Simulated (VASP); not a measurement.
# SiC2 (P3m1) in VASP: notebook

Aim: see how the results for SiC2 move with the level of theory and the settings. Levels: PBE, r2SCAN. Tasks: single point.

Program: VASP 6.6.1. These are calculated values, not measurements. Logs are shortened: lines on timing, memory, paths and dates and some standing lists are left out, and cuts for length are marked.

## Step 1: The cell of the first run

It takes space group P3m1 (No. 156, trigonal). Conventional cell: a = 2.999 Å, b = 2.999 Å, c = 7.355 Å, α = 90.00°, β = 90.00°, γ = 120.00°. C (site symmetry 3m) has 3 C at 1.81 Å and 1 Si at 1.93 Å within 2.4 Å. Within 2.1 Å of C (site symmetry 3m) lie 1 C at 1.57 Å and 3 Si at 1.87 Å. C (site symmetry 3m) has 4 Si at 1.86 to 1.91 Å within 2.5 Å. C (site symmetry 3m) has 4 C at 1.57 to 1.81 Å within 2.1 Å. Si (site symmetry 3m) has 4 C at 1.87 to 1.91 Å within 2.5 Å. Si (site symmetry 3m) has 4 C at 1.86 to 1.93 Å within 2.5 Å.

## Step 2: Single point, PBE (volume changed by +6%)

INCAR reads:

```
  PREC = Accurate
  ENCUT = 520
  EDIFF = 1E-7
  ISMEAR = 0
  SIGMA = 0.01
  LREAL = F
  LASPH = T
  NELM = 80
  ALGO = Normal
  ISIF = 2
  LWAVE = F
  LCHARG = F
  GGA = PE
  NBANDS = 21
```

KPOINTS reads:

```
Automatic mesh
0
Gamma
  9 9 4
```

POSCAR reads:

```
SiC2
1.0
    2.9991410428      0.0000000000      0.0000000000
   -1.4995705214      2.5973323326      0.0000000000
    0.0000000000      0.0000000000      7.3545007343
C Si
4 2
Direct
    0.0000000000      0.0000000000     -0.0204522896
    0.6666666667      0.3333333333      0.6921920663
    0.3333333333      0.6666666667      0.3354215903
    0.6666666667      0.3333333333      0.9057912604
    0.3333333333      0.6666666667      0.5952532218
    0.0000000000      0.0000000000      0.2417941508
```

Potentials or basis: VASP PAW PBE potentials, release 64 (C, Si).

The run is started by

```console
cat potpaw_PBE.64/C/POTCAR potpaw_PBE.64/Si/POTCAR > POTCAR
mpirun -np 1 vasp_std > vasp.out
```

OUTCAR:

```text
PREC = Accurate
   ENCUT = 520
   EDIFF = 1E-7
   ISMEAR = 0
   LREAL = F
   LASPH = T
   NELM = 80
   ISIF = 2
   GGA = PE

 ion  position               nearest neighbor table
   1  0.000  0.000  0.980-   4 1.81   4 1.81   4 1.81   6 1.93
   2  0.667  0.333  0.692-   4 1.57   5 1.87   5 1.87   5 1.87
   3  0.333  0.667  0.335-   6 1.86   6 1.86   6 1.86   5 1.91
   4  0.667  0.333  0.906-   2 1.57   1 1.81   1 1.81   1 1.81
   5  0.333  0.667  0.595-   2 1.87   2 1.87   2 1.87   3 1.91   6 3.12   6 3.12   6 3.12
   6  0.000  0.000  0.242-   3 1.86   3 1.86   3 1.86   1 1.93   5 3.12   5 3.12   5 3.12

  LATTYP: Found a hexagonal cell.
 ALAT       =     2.9991410428
 C/A-ratio  =     2.4522023571

  Lattice vectors:

 A1 = (   2.9991410428,   0.0000000000,   0.0000000000)
 A2 = (  -1.4995705214,   2.5973323326,   0.0000000000)
 A3 = (   0.0000000000,   0.0000000000,   7.3545007343)

Analysis of symmetry for initial positions (statically):
=====================================================================
 Subroutine PRICEL returns:
 Original cell was already a primitive cell.

 Routine SETGRP: Setting up the symmetry group for a
 hexagonal supercell.

 Subroutine GETGRP returns: Found  6 space group operations
 (whereof  6 operations were pure point group operations)
 out of a pool of 24 trial point group operations.

The static configuration has the point symmetry C_3v.

Analysis of symmetry for dynamics (positions and initial velocities):
=====================================================================
 Subroutine PRICEL returns:
 Original cell was already a primitive cell.

 Routine SETGRP: Setting up the symmetry group for a
 hexagonal supercell.

 Subroutine GETGRP returns: Found  6 space group operations
 (whereof  6 operations were pure point group operations)
 out of a pool of 24 trial point group operations.

The dynamic configuration has the point symmetry C_3v.

 Subroutine INISYM returns: Found  6 space group operations
 (whereof  6 operations are pure point group operations),
 and found     1 'primitive' translations

----------------------------------------------------------------------------------------

                                     Primitive cell

  volume of cell :      57.2898

  direct lattice vectors                    reciprocal lattice vectors
     2.999141043  0.000000000  0.000000000     0.333428800  0.192505208  0.000000000
    -1.499570521  2.597332333  0.000000000     0.000000000  0.385010415  0.000000000
     0.000000000  0.000000000  7.354500734     0.000000000  0.000000000  0.135971161

  length of vectors
     2.999141043  2.999141043  7.354500734     0.385010415  0.385010415  0.135971161

  position of ions in fractional coordinates (direct lattice)
     0.000000000  0.000000000  0.979547710
     0.666666667  0.333333333  0.692192066
     0.333333333  0.666666667  0.335421590
     0.666666667  0.333333333  0.905791260
     0.333333333  0.666666667  0.595253222
     0.000000000  0.000000000  0.241794151

  ion indices of the primitive-cell ions
   primitive index   ion index
                 1           1
                 2           2
                 3           3
                 4           4
                 5           5
                 6           6

----------------------------------------------------------------------------------------

 KPOINTS: Automatic mesh

Automatic generation of k-mesh.
 Grid dimensions read from file:
 generate k-points for:    9    9    4

 Generating k-lattice:

  Cartesian coordinates                     Fractional coordinates (reciprocal lattice)
     0.037047644  0.021389468  0.000000000     0.111111111  0.000000000  0.000000000
     0.000000000  0.042778935  0.000000000     0.000000000  0.111111111  0.000000000
     0.000000000  0.000000000  0.033992790     0.000000000  0.000000000  0.250000000

  Length of vectors
     0.042778935  0.042778935  0.033992790

  Shift w.r.t. Gamma in fractional coordinates (k-lattice)
     0.000000000  0.000000000  0.000000000

 Subroutine IBZKPT returns following result:
 ===========================================

 Found     43 irreducible k-points:

 Following reciprocal coordinates:
            Coordinates               Weight
  0.000000  0.000000  0.000000      1.000000
  0.111111 -0.000000  0.000000      6.000000
  0.222222  0.000000  0.000000      6.000000
  0.333333  0.000000  0.000000      6.000000
  0.444444  0.000000  0.000000      6.000000
  0.111111  0.111111  0.000000      6.000000
[... 16 lines left out ...]
  0.222222  0.111111  0.250000     12.000000
 -0.111111  0.333333  0.250000     12.000000
 [... further k-points ...]
   k-points           NKPTS =     43   k-points in BZ     NKDIM =     43   number of bands    NBANDS=     21
   number of dos      NEDOS =    301   number of ions     NIONS =      6
   total plane-waves  NPLWV =  32256
   dimension x,y,z NGX =    24 NGY =   24 NGZ =   56
   dimension x,y,z NGXF=    48 NGYF=   48 NGZF=  112
   ions per type =               4   2
   NGX,Y,Z   is equivalent  to a cutoff of  13.30, 13.30, 12.66 a.u.
   NGXF,Y,Z  is equivalent  to a cutoff of  26.61, 26.61, 25.32 a.u.
 SYSTEM =  unknown system
   PREC   = accura    normal or accurate (medium, high low for compatibility)
   ISTART =      0    job   : 0-new  1-cont  2-samecut
   ICHARG =      2    charge: 1-file 2-atom 10-const
   ISPIN  =      1    spin polarized calculation?
   LNONCOLLINEAR =      F non collinear calculations
   LSORBIT =      F    spin-orbit coupling
   LASPH  =      T    aspherical Exc in radial PAW
   ENCUT  =  520.0 eV  38.22 Ry    6.18 a.u.   5.58  5.58 13.67*2*pi/ulx,y,z
   NELM   =     80;   NELMIN=  2; NELMDL= -5     # of ELM steps
   EDIFF  = 0.1E-06   stopping-criterion for ELM
   LREAL  =      F    real-space projection
   EDIFFG = 0.1E-05   stopping-criterion for IOM
   NSW    =      0    number of steps for IOM
   IBRION =     -1    ionic relax: 0-MD 1-quasi-New 2-CG
   NFREE  =      0    steps in history (QN), initial steepest desc. (CG)
   ISIF   =      2    stress and relaxation
   ISYM   =      2    0-nonsym 1-usesym 2-fastsym
   POTIM  = 0.5000    time-step for ionic-motion
   TEBEG  =    0.0;   TEEND  =   0.0 temperature during run
   PSTRESS=    0.0 pullay stress
   NELECT =      24.0000    total number of electrons
   NUPDOWN=      -1.0000    fix difference up-down
   EMIN   =  10.00;   EMAX   =-10.00  energy-range for DOS
   EFERMI =   0.00;   METHOD = LEGACY
   ISMEAR =     0;   SIGMA  =   0.01  broadening in eV -4-tet -1-fermi 0-gaus
   EFERMI_NEDOS =   21; number of points for ismear=-14 and -15
   IALGO  =     38    algorithm
   IMIX   =      4    mixing-type and parameters
     AMIX     =   0.40;   BMIX     =  1.00
     AMIX_MAG =   1.60;   BMIX_MAG =  1.00
  volume/ion in A,a.u.               =       9.55        64.44
  Fermi-wavevector in a.u.,A,eV,Ry     =   1.224953  2.314825 20.415671  1.500510
  Thomas-Fermi vector in A             =   2.360009
   LORBIT       =      0    0 simple, 1 ext, 2 COOP (PROOUT), +10 PAW based schemes
   GGA     = PE    functional components
   LHFCALC =     F    Hartree Fock is set to
   AEXX    =    0.0000 exact exchange contribution
   IVDW    =     0    specifies the selected vdW correction
   LEPSILON=     F    determine dielectric tensor
   LRPA    =     F    only Hartree local field effects (RPA)
 non-spin polarized calculation
 Gauss-broadening in eV      SIGMA  =   0.01
  energy-cutoff  :      520.00
  volume of cell :       57.29
 maximum number of plane-waves:      1569
 NGX is ok and might be reduce to    24
   NGX = 11   NGY = 11   NGZ = 27

 number of electron      24.0000001 magnetization

 Free energy of the ion-electron system (eV)
  ---------------------------------------------------
  ext. energy  EPLUGINS =         0.00000000
  ---------------------------------------------------
  free energy    TOTEN  =       -45.60136277 eV

  energy without entropy =      -45.60136277  energy(sigma->0) =      -45.60136277

 E-fermi :   7.9871     XC(G=0): -11.4204

 val. band max:        7.8983853394   @ k =   0.0000   0.0000   0.0000
 cond. band min:       9.3888473215   @ k =   0.4444   0.0000   0.0000
 fundamental gap:      1.4904619821
 Fermi energy:         7.9870546047

 k-point     1 :       0.0000    0.0000    0.0000
  band No.  band energies     occupation
      1      -8.9133      2.00000
      2      -6.8337      2.00000
      3      -6.0090      2.00000
      4       0.0565      2.00000
      5       1.0914      2.00000
      6       5.4306      2.00000
[... 13 lines left out ...]
     20      15.5694      0.00000
     21      15.6950      0.00000

 k-point     2 :       0.1111   -0.0000    0.0000
  band No.  band energies     occupation
      1      -8.7029      2.00000
      2      -6.6251      2.00000
      3      -5.7955      2.00000
      4       0.1422      2.00000
      5       1.2434      2.00000
      6       4.3606      2.00000
[... 13 lines left out ...]
     20      15.6523      0.00000
     21      15.8835      0.00000

 k-point     3 :       0.2222    0.0000    0.0000
  band No.  band energies     occupation
      1      -8.0851      2.00000
      2      -6.0165      2.00000
      3      -5.1721      2.00000
      4       0.1641      2.00000
      5       1.5552      2.00000
      6       2.6056      2.00000
[... 13 lines left out ...]
     20      16.5904      0.00000
     21      16.9037      0.00000

 k-point     4 :       0.3333    0.0000    0.0000
  band No.  band energies     occupation
      1      -7.1172      2.00000
      2      -5.0962      2.00000
      3      -4.2225      2.00000
      4      -0.7570      2.00000
      5       0.7976      2.00000
      6       1.8962      2.00000
[... 13 lines left out ...]
     20      16.6602      0.00000
     21      16.9592      0.00000

 k-point     5 :       0.4444    0.0000    0.0000
  band No.  band energies     occupation
      1      -6.0411      2.00000
      2      -4.3580      2.00000
      3      -3.2924      2.00000
      4      -1.6698      2.00000
      5      -0.5457      2.00000
      6       0.1479      2.00000
[... 13 lines left out ...]
     20      16.4861      0.00000
     21      17.0502      0.00000

 k-point     6 :       0.1111    0.1111    0.0000
  band No.  band energies     occupation
      1      -8.2885      2.00000
      2      -6.2158      2.00000
      3      -5.3765      2.00000
      4       0.2156      2.00000
      5       1.4941      2.00000
      6       3.2122      2.00000
[... 13 lines left out ...]
     20      15.8794      0.00000
     21      16.3554      0.00000

 k-point     7 :       0.2222    0.1111    0.0000
  band No.  band energies     occupation
      1      -7.4911      2.00000
      2      -5.4400      2.00000
      3      -4.5822      2.00000
      4      -0.2024      2.00000
      5       1.4014      2.00000
      6       2.2958      2.00000
[... 13 lines left out ...]
     20      15.9663      0.00000
     21      16.9310      0.00000
[... 291 lines left out ...]
      1      -6.0031      2.00000
      2      -4.5379      2.00000
      3      -3.0377      2.00000
      4      -1.8309      2.00000
      5      -0.7807      2.00000
      6       0.8164      2.00000
[... 13 lines left out ...]
     20      17.2204      0.00000
     21      17.2233      0.00000

 k-point    21 :       0.0000    0.4444    0.2500
  band No.  band energies     occupation
      1      -6.0259      2.00000
      2      -4.2731      2.00000
      3      -3.5981      2.00000
      4      -1.4528      2.00000
      5      -0.3110      2.00000
      6       0.3104      2.00000
[... 13 lines left out ...]
     20      17.3827      0.00000
     21      17.3982      0.00000

 k-point    22 :       0.1111    0.1111    0.2500
  band No.  band energies     occupation
      1      -8.2092      2.00000
      2      -6.7000      2.00000
      3      -4.7169      2.00000
      4      -0.7917      2.00000
      5       2.4036      2.00000
      6       3.3954      2.00000
[... 13 lines left out ...]
     20      15.7761      0.00000
     21      16.3252      0.00000

 k-point    23 :       0.2222    0.1111    0.2500
  band No.  band energies     occupation
      1      -7.4205      2.00000
      2      -5.8842      2.00000
      3      -3.9610      2.00000
      4      -0.7286      2.00000
      5       1.2162      2.00000
      6       2.5145      2.00000
[... 13 lines left out ...]
     20      16.0034      0.00000
     21      16.8593      0.00000

 k-point    24 :      -0.1111    0.3333    0.2500
  band No.  band energies     occupation
      1      -7.4243      2.00000
      2      -5.8615      2.00000
      3      -4.0148      2.00000
      4      -0.6346      2.00000
      5       1.5323      2.00000
      6       2.2342      2.00000
[... 13 lines left out ...]
     20      16.3760      0.00000
     21      17.2304      0.00000

 [... further k-points ...]
[... 5 lines left out ...]
  --------------------------------------------------------------------------------------
  -------------------------------------------------------------------------------------
  Total       -4.3618393     -4.3618393     -5.0220056     -0.0000000      0.0000000      0.0000000
  in kB     -121.9839341   -121.9839341   -140.4462552     -0.0000000      0.0000000      0.0000000
  external PRESSURE =    -128.1380411 kB  Pullay stress =       0.0000000 kB

 VOLUME and BASIS-vectors are now :
 -----------------------------------------------------------------------------
  energy-cutoff  :      520.00
  volume of cell :       57.29
      direct lattice vectors                 reciprocal lattice vectors
     2.999141043  0.000000000  0.000000000     0.333428800  0.192505208  0.000000000
    -1.499570521  2.597332333  0.000000000     0.000000000  0.385010415  0.000000000
     0.000000000  0.000000000  7.354500734     0.000000000  0.000000000  0.135971161

 POSITION                                       TOTAL-FORCE (eV/Angst)
 -----------------------------------------------------------------------------------
      0.00000      0.00000      7.20408        -0.000000     -0.000000      0.199272
      1.49957      0.86578      5.09073        -0.000000      0.000000     -0.025558
     -0.00000      1.73155      2.46686         0.000000     -0.000000     -0.144283
      1.49957      0.86578      6.66164         0.000000      0.000000     -0.393889
     -0.00000      1.73155      4.37779         0.000000     -0.000000      0.231988
      0.00000      0.00000      1.77828        -0.000000      0.000000      0.132470
 -----------------------------------------------------------------------------------
    total drift:                               -0.000000     -0.000000     -0.000107

  FREE ENERGIE OF THE ION-ELECTRON SYSTEM (eV)
  ---------------------------------------------------
  free  energy   TOTEN  =       -45.6013627727 eV

  energy  without entropy=      -45.6013627727  energy(sigma->0) =      -45.60136277
```

Run time: 34 s. Hardware: 1 thread of Intel Xeon Platinum 8488C (Sapphire Rapids), shared host; peak memory 0.19 GiB.

What came out:

```yaml
Free_energy: -45.6014 eV
Pressure: -12.8 GPa
Largest_force: 0.394 eV/Å
Band_gap_on_the_k_mesh: 1.49 eV, indirect (least direct gap 2.37 eV)
```

Forces in eV/Å, atoms in the order of the input:
```
C    0.000  0.000  0.199
C    0.000  0.000 -0.026
C    0.000  0.000 -0.144
C    0.000  0.000 -0.394
Si   0.000  0.000  0.232
Si   0.000  0.000  0.132
```

[end of part 1 of 2]
